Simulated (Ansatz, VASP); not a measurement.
# GdO: VASP beside Ansatz

Contents of INCAR:

```
PREC     = Accurate       # precision mode
ENCUT    = 600            # plane-wave cutoff, eV
EDIFF    = 1E-7           # SCF threshold, eV
ISMEAR   = -1             # smearing method
SIGMA    = 0.05           # smearing width, eV
LREAL    = F              # projectors in reciprocal space
LASPH    = T              # aspherical terms in the spheres
NELM     = 150            # most SCF steps
ALGO     = Normal         # electronic algorithm
ISIF     = 3              # what is computed and relaxed
LWAVE    = F              # write WAVECAR
LCHARG   = F              # write CHGCAR
ISPIN    = 2              # spin polarisation
MAGMOM   = 7 0            # initial moments
LORBIT   = 11             # projections on sites
LMAXMIX  = 6              # l up to which the mixer works
GGA      = PS             # functional
IBRION   = 2              # ionic algorithm
NSW      = 60             # ionic steps
EDIFFG   = -0.01          # ionic threshold
```

Contents of KPOINTS:

```
Automatic mesh
0
Gamma
  9 9 9
```

POSCAR

```
GdO
1.0
    0.0000000000      2.7000000000      2.7000000000
    2.7000000000      0.0000000000      2.7000000000
    2.7000000000      2.7000000000      0.0000000000
Gd O
1 1
Direct
    0.0000000000      0.0000000000      0.0000000000
    0.7500000000      0.7500000000      0.7500000000
```

Contents of input.yaml:

```yaml
crystal:
  lattice:
    - [0.0, 2.7, 2.7]
    - [2.7, 0.0, 2.7]
    - [2.7, 2.7, 0.0]
  atoms:
    - { symbol: Gd, position: [0.0, 0.0, 0.0], spin: 7.0 }
    - { symbol: O, position: [0.75, 0.75, 0.75] }
hamiltonian:
  xc: pbesol
  pseudopotentials: { kind: paw }
magnetization:
  spin_polarized: true
kpoints:
  mp_grid: { grid: [9, 9, 9] }
scf:
  occupations: { method: fermi_dirac, width: 0.05 }
output:
  forces: true
  stress: true
  eigenvalues: true
relax:
  f_tol: 0.01
  max_steps: 40
  cell: { stress_tol: 0.05 }
```

Alike in both runs: task relaxation of cell and atoms; functional PBEsol; k mesh 9 × 9 × 9; occupations fermi-dirac, width 0.05 eV; collinear spin.

```csv
,VASP,Ansatz
version,VASP 6.6.1,Ansatz 0.2.0
potentials or method,"VASP PAW PBE potentials, release 64 (Gd, O)",Ansatz PAW
plane-wave cutoff (eV),600,420
valence electrons in the cell,24,24
```

|  | VASP | Ansatz | Ansatz less VASP |
| --- | --- | --- | --- |
| gap on the k mesh at the Fermi level, each at its own relaxed structure (eV) | none | none | - |
| net moment per atom (μB) | 3.02 | 3.75 | +0.726 |
| size of the moment on the site where the two differ most (μB) | 6.44 | 6.80 | +0.357 |
| relaxed volume (Å³/atom) | 18.69 | 18.75 | +0.061 |
| relaxed cell length with the largest relative difference (Å) | 3.753 | 3.757 | +0.0041 |

The net moments are unlike, so the other rows may belong to different states. VASP's potentials were made for PBE, not for PBEsol. Site moments also hang on the region over which each program counts them. A gap of «none» marks a metal or a gap that the smearing closes.

Neither program's run includes spin-orbit coupling. Noted on Ansatz's run: the plane-wave basis is chosen anew once the cell has moved, so the energies of steps on either side of that aren't comparable.
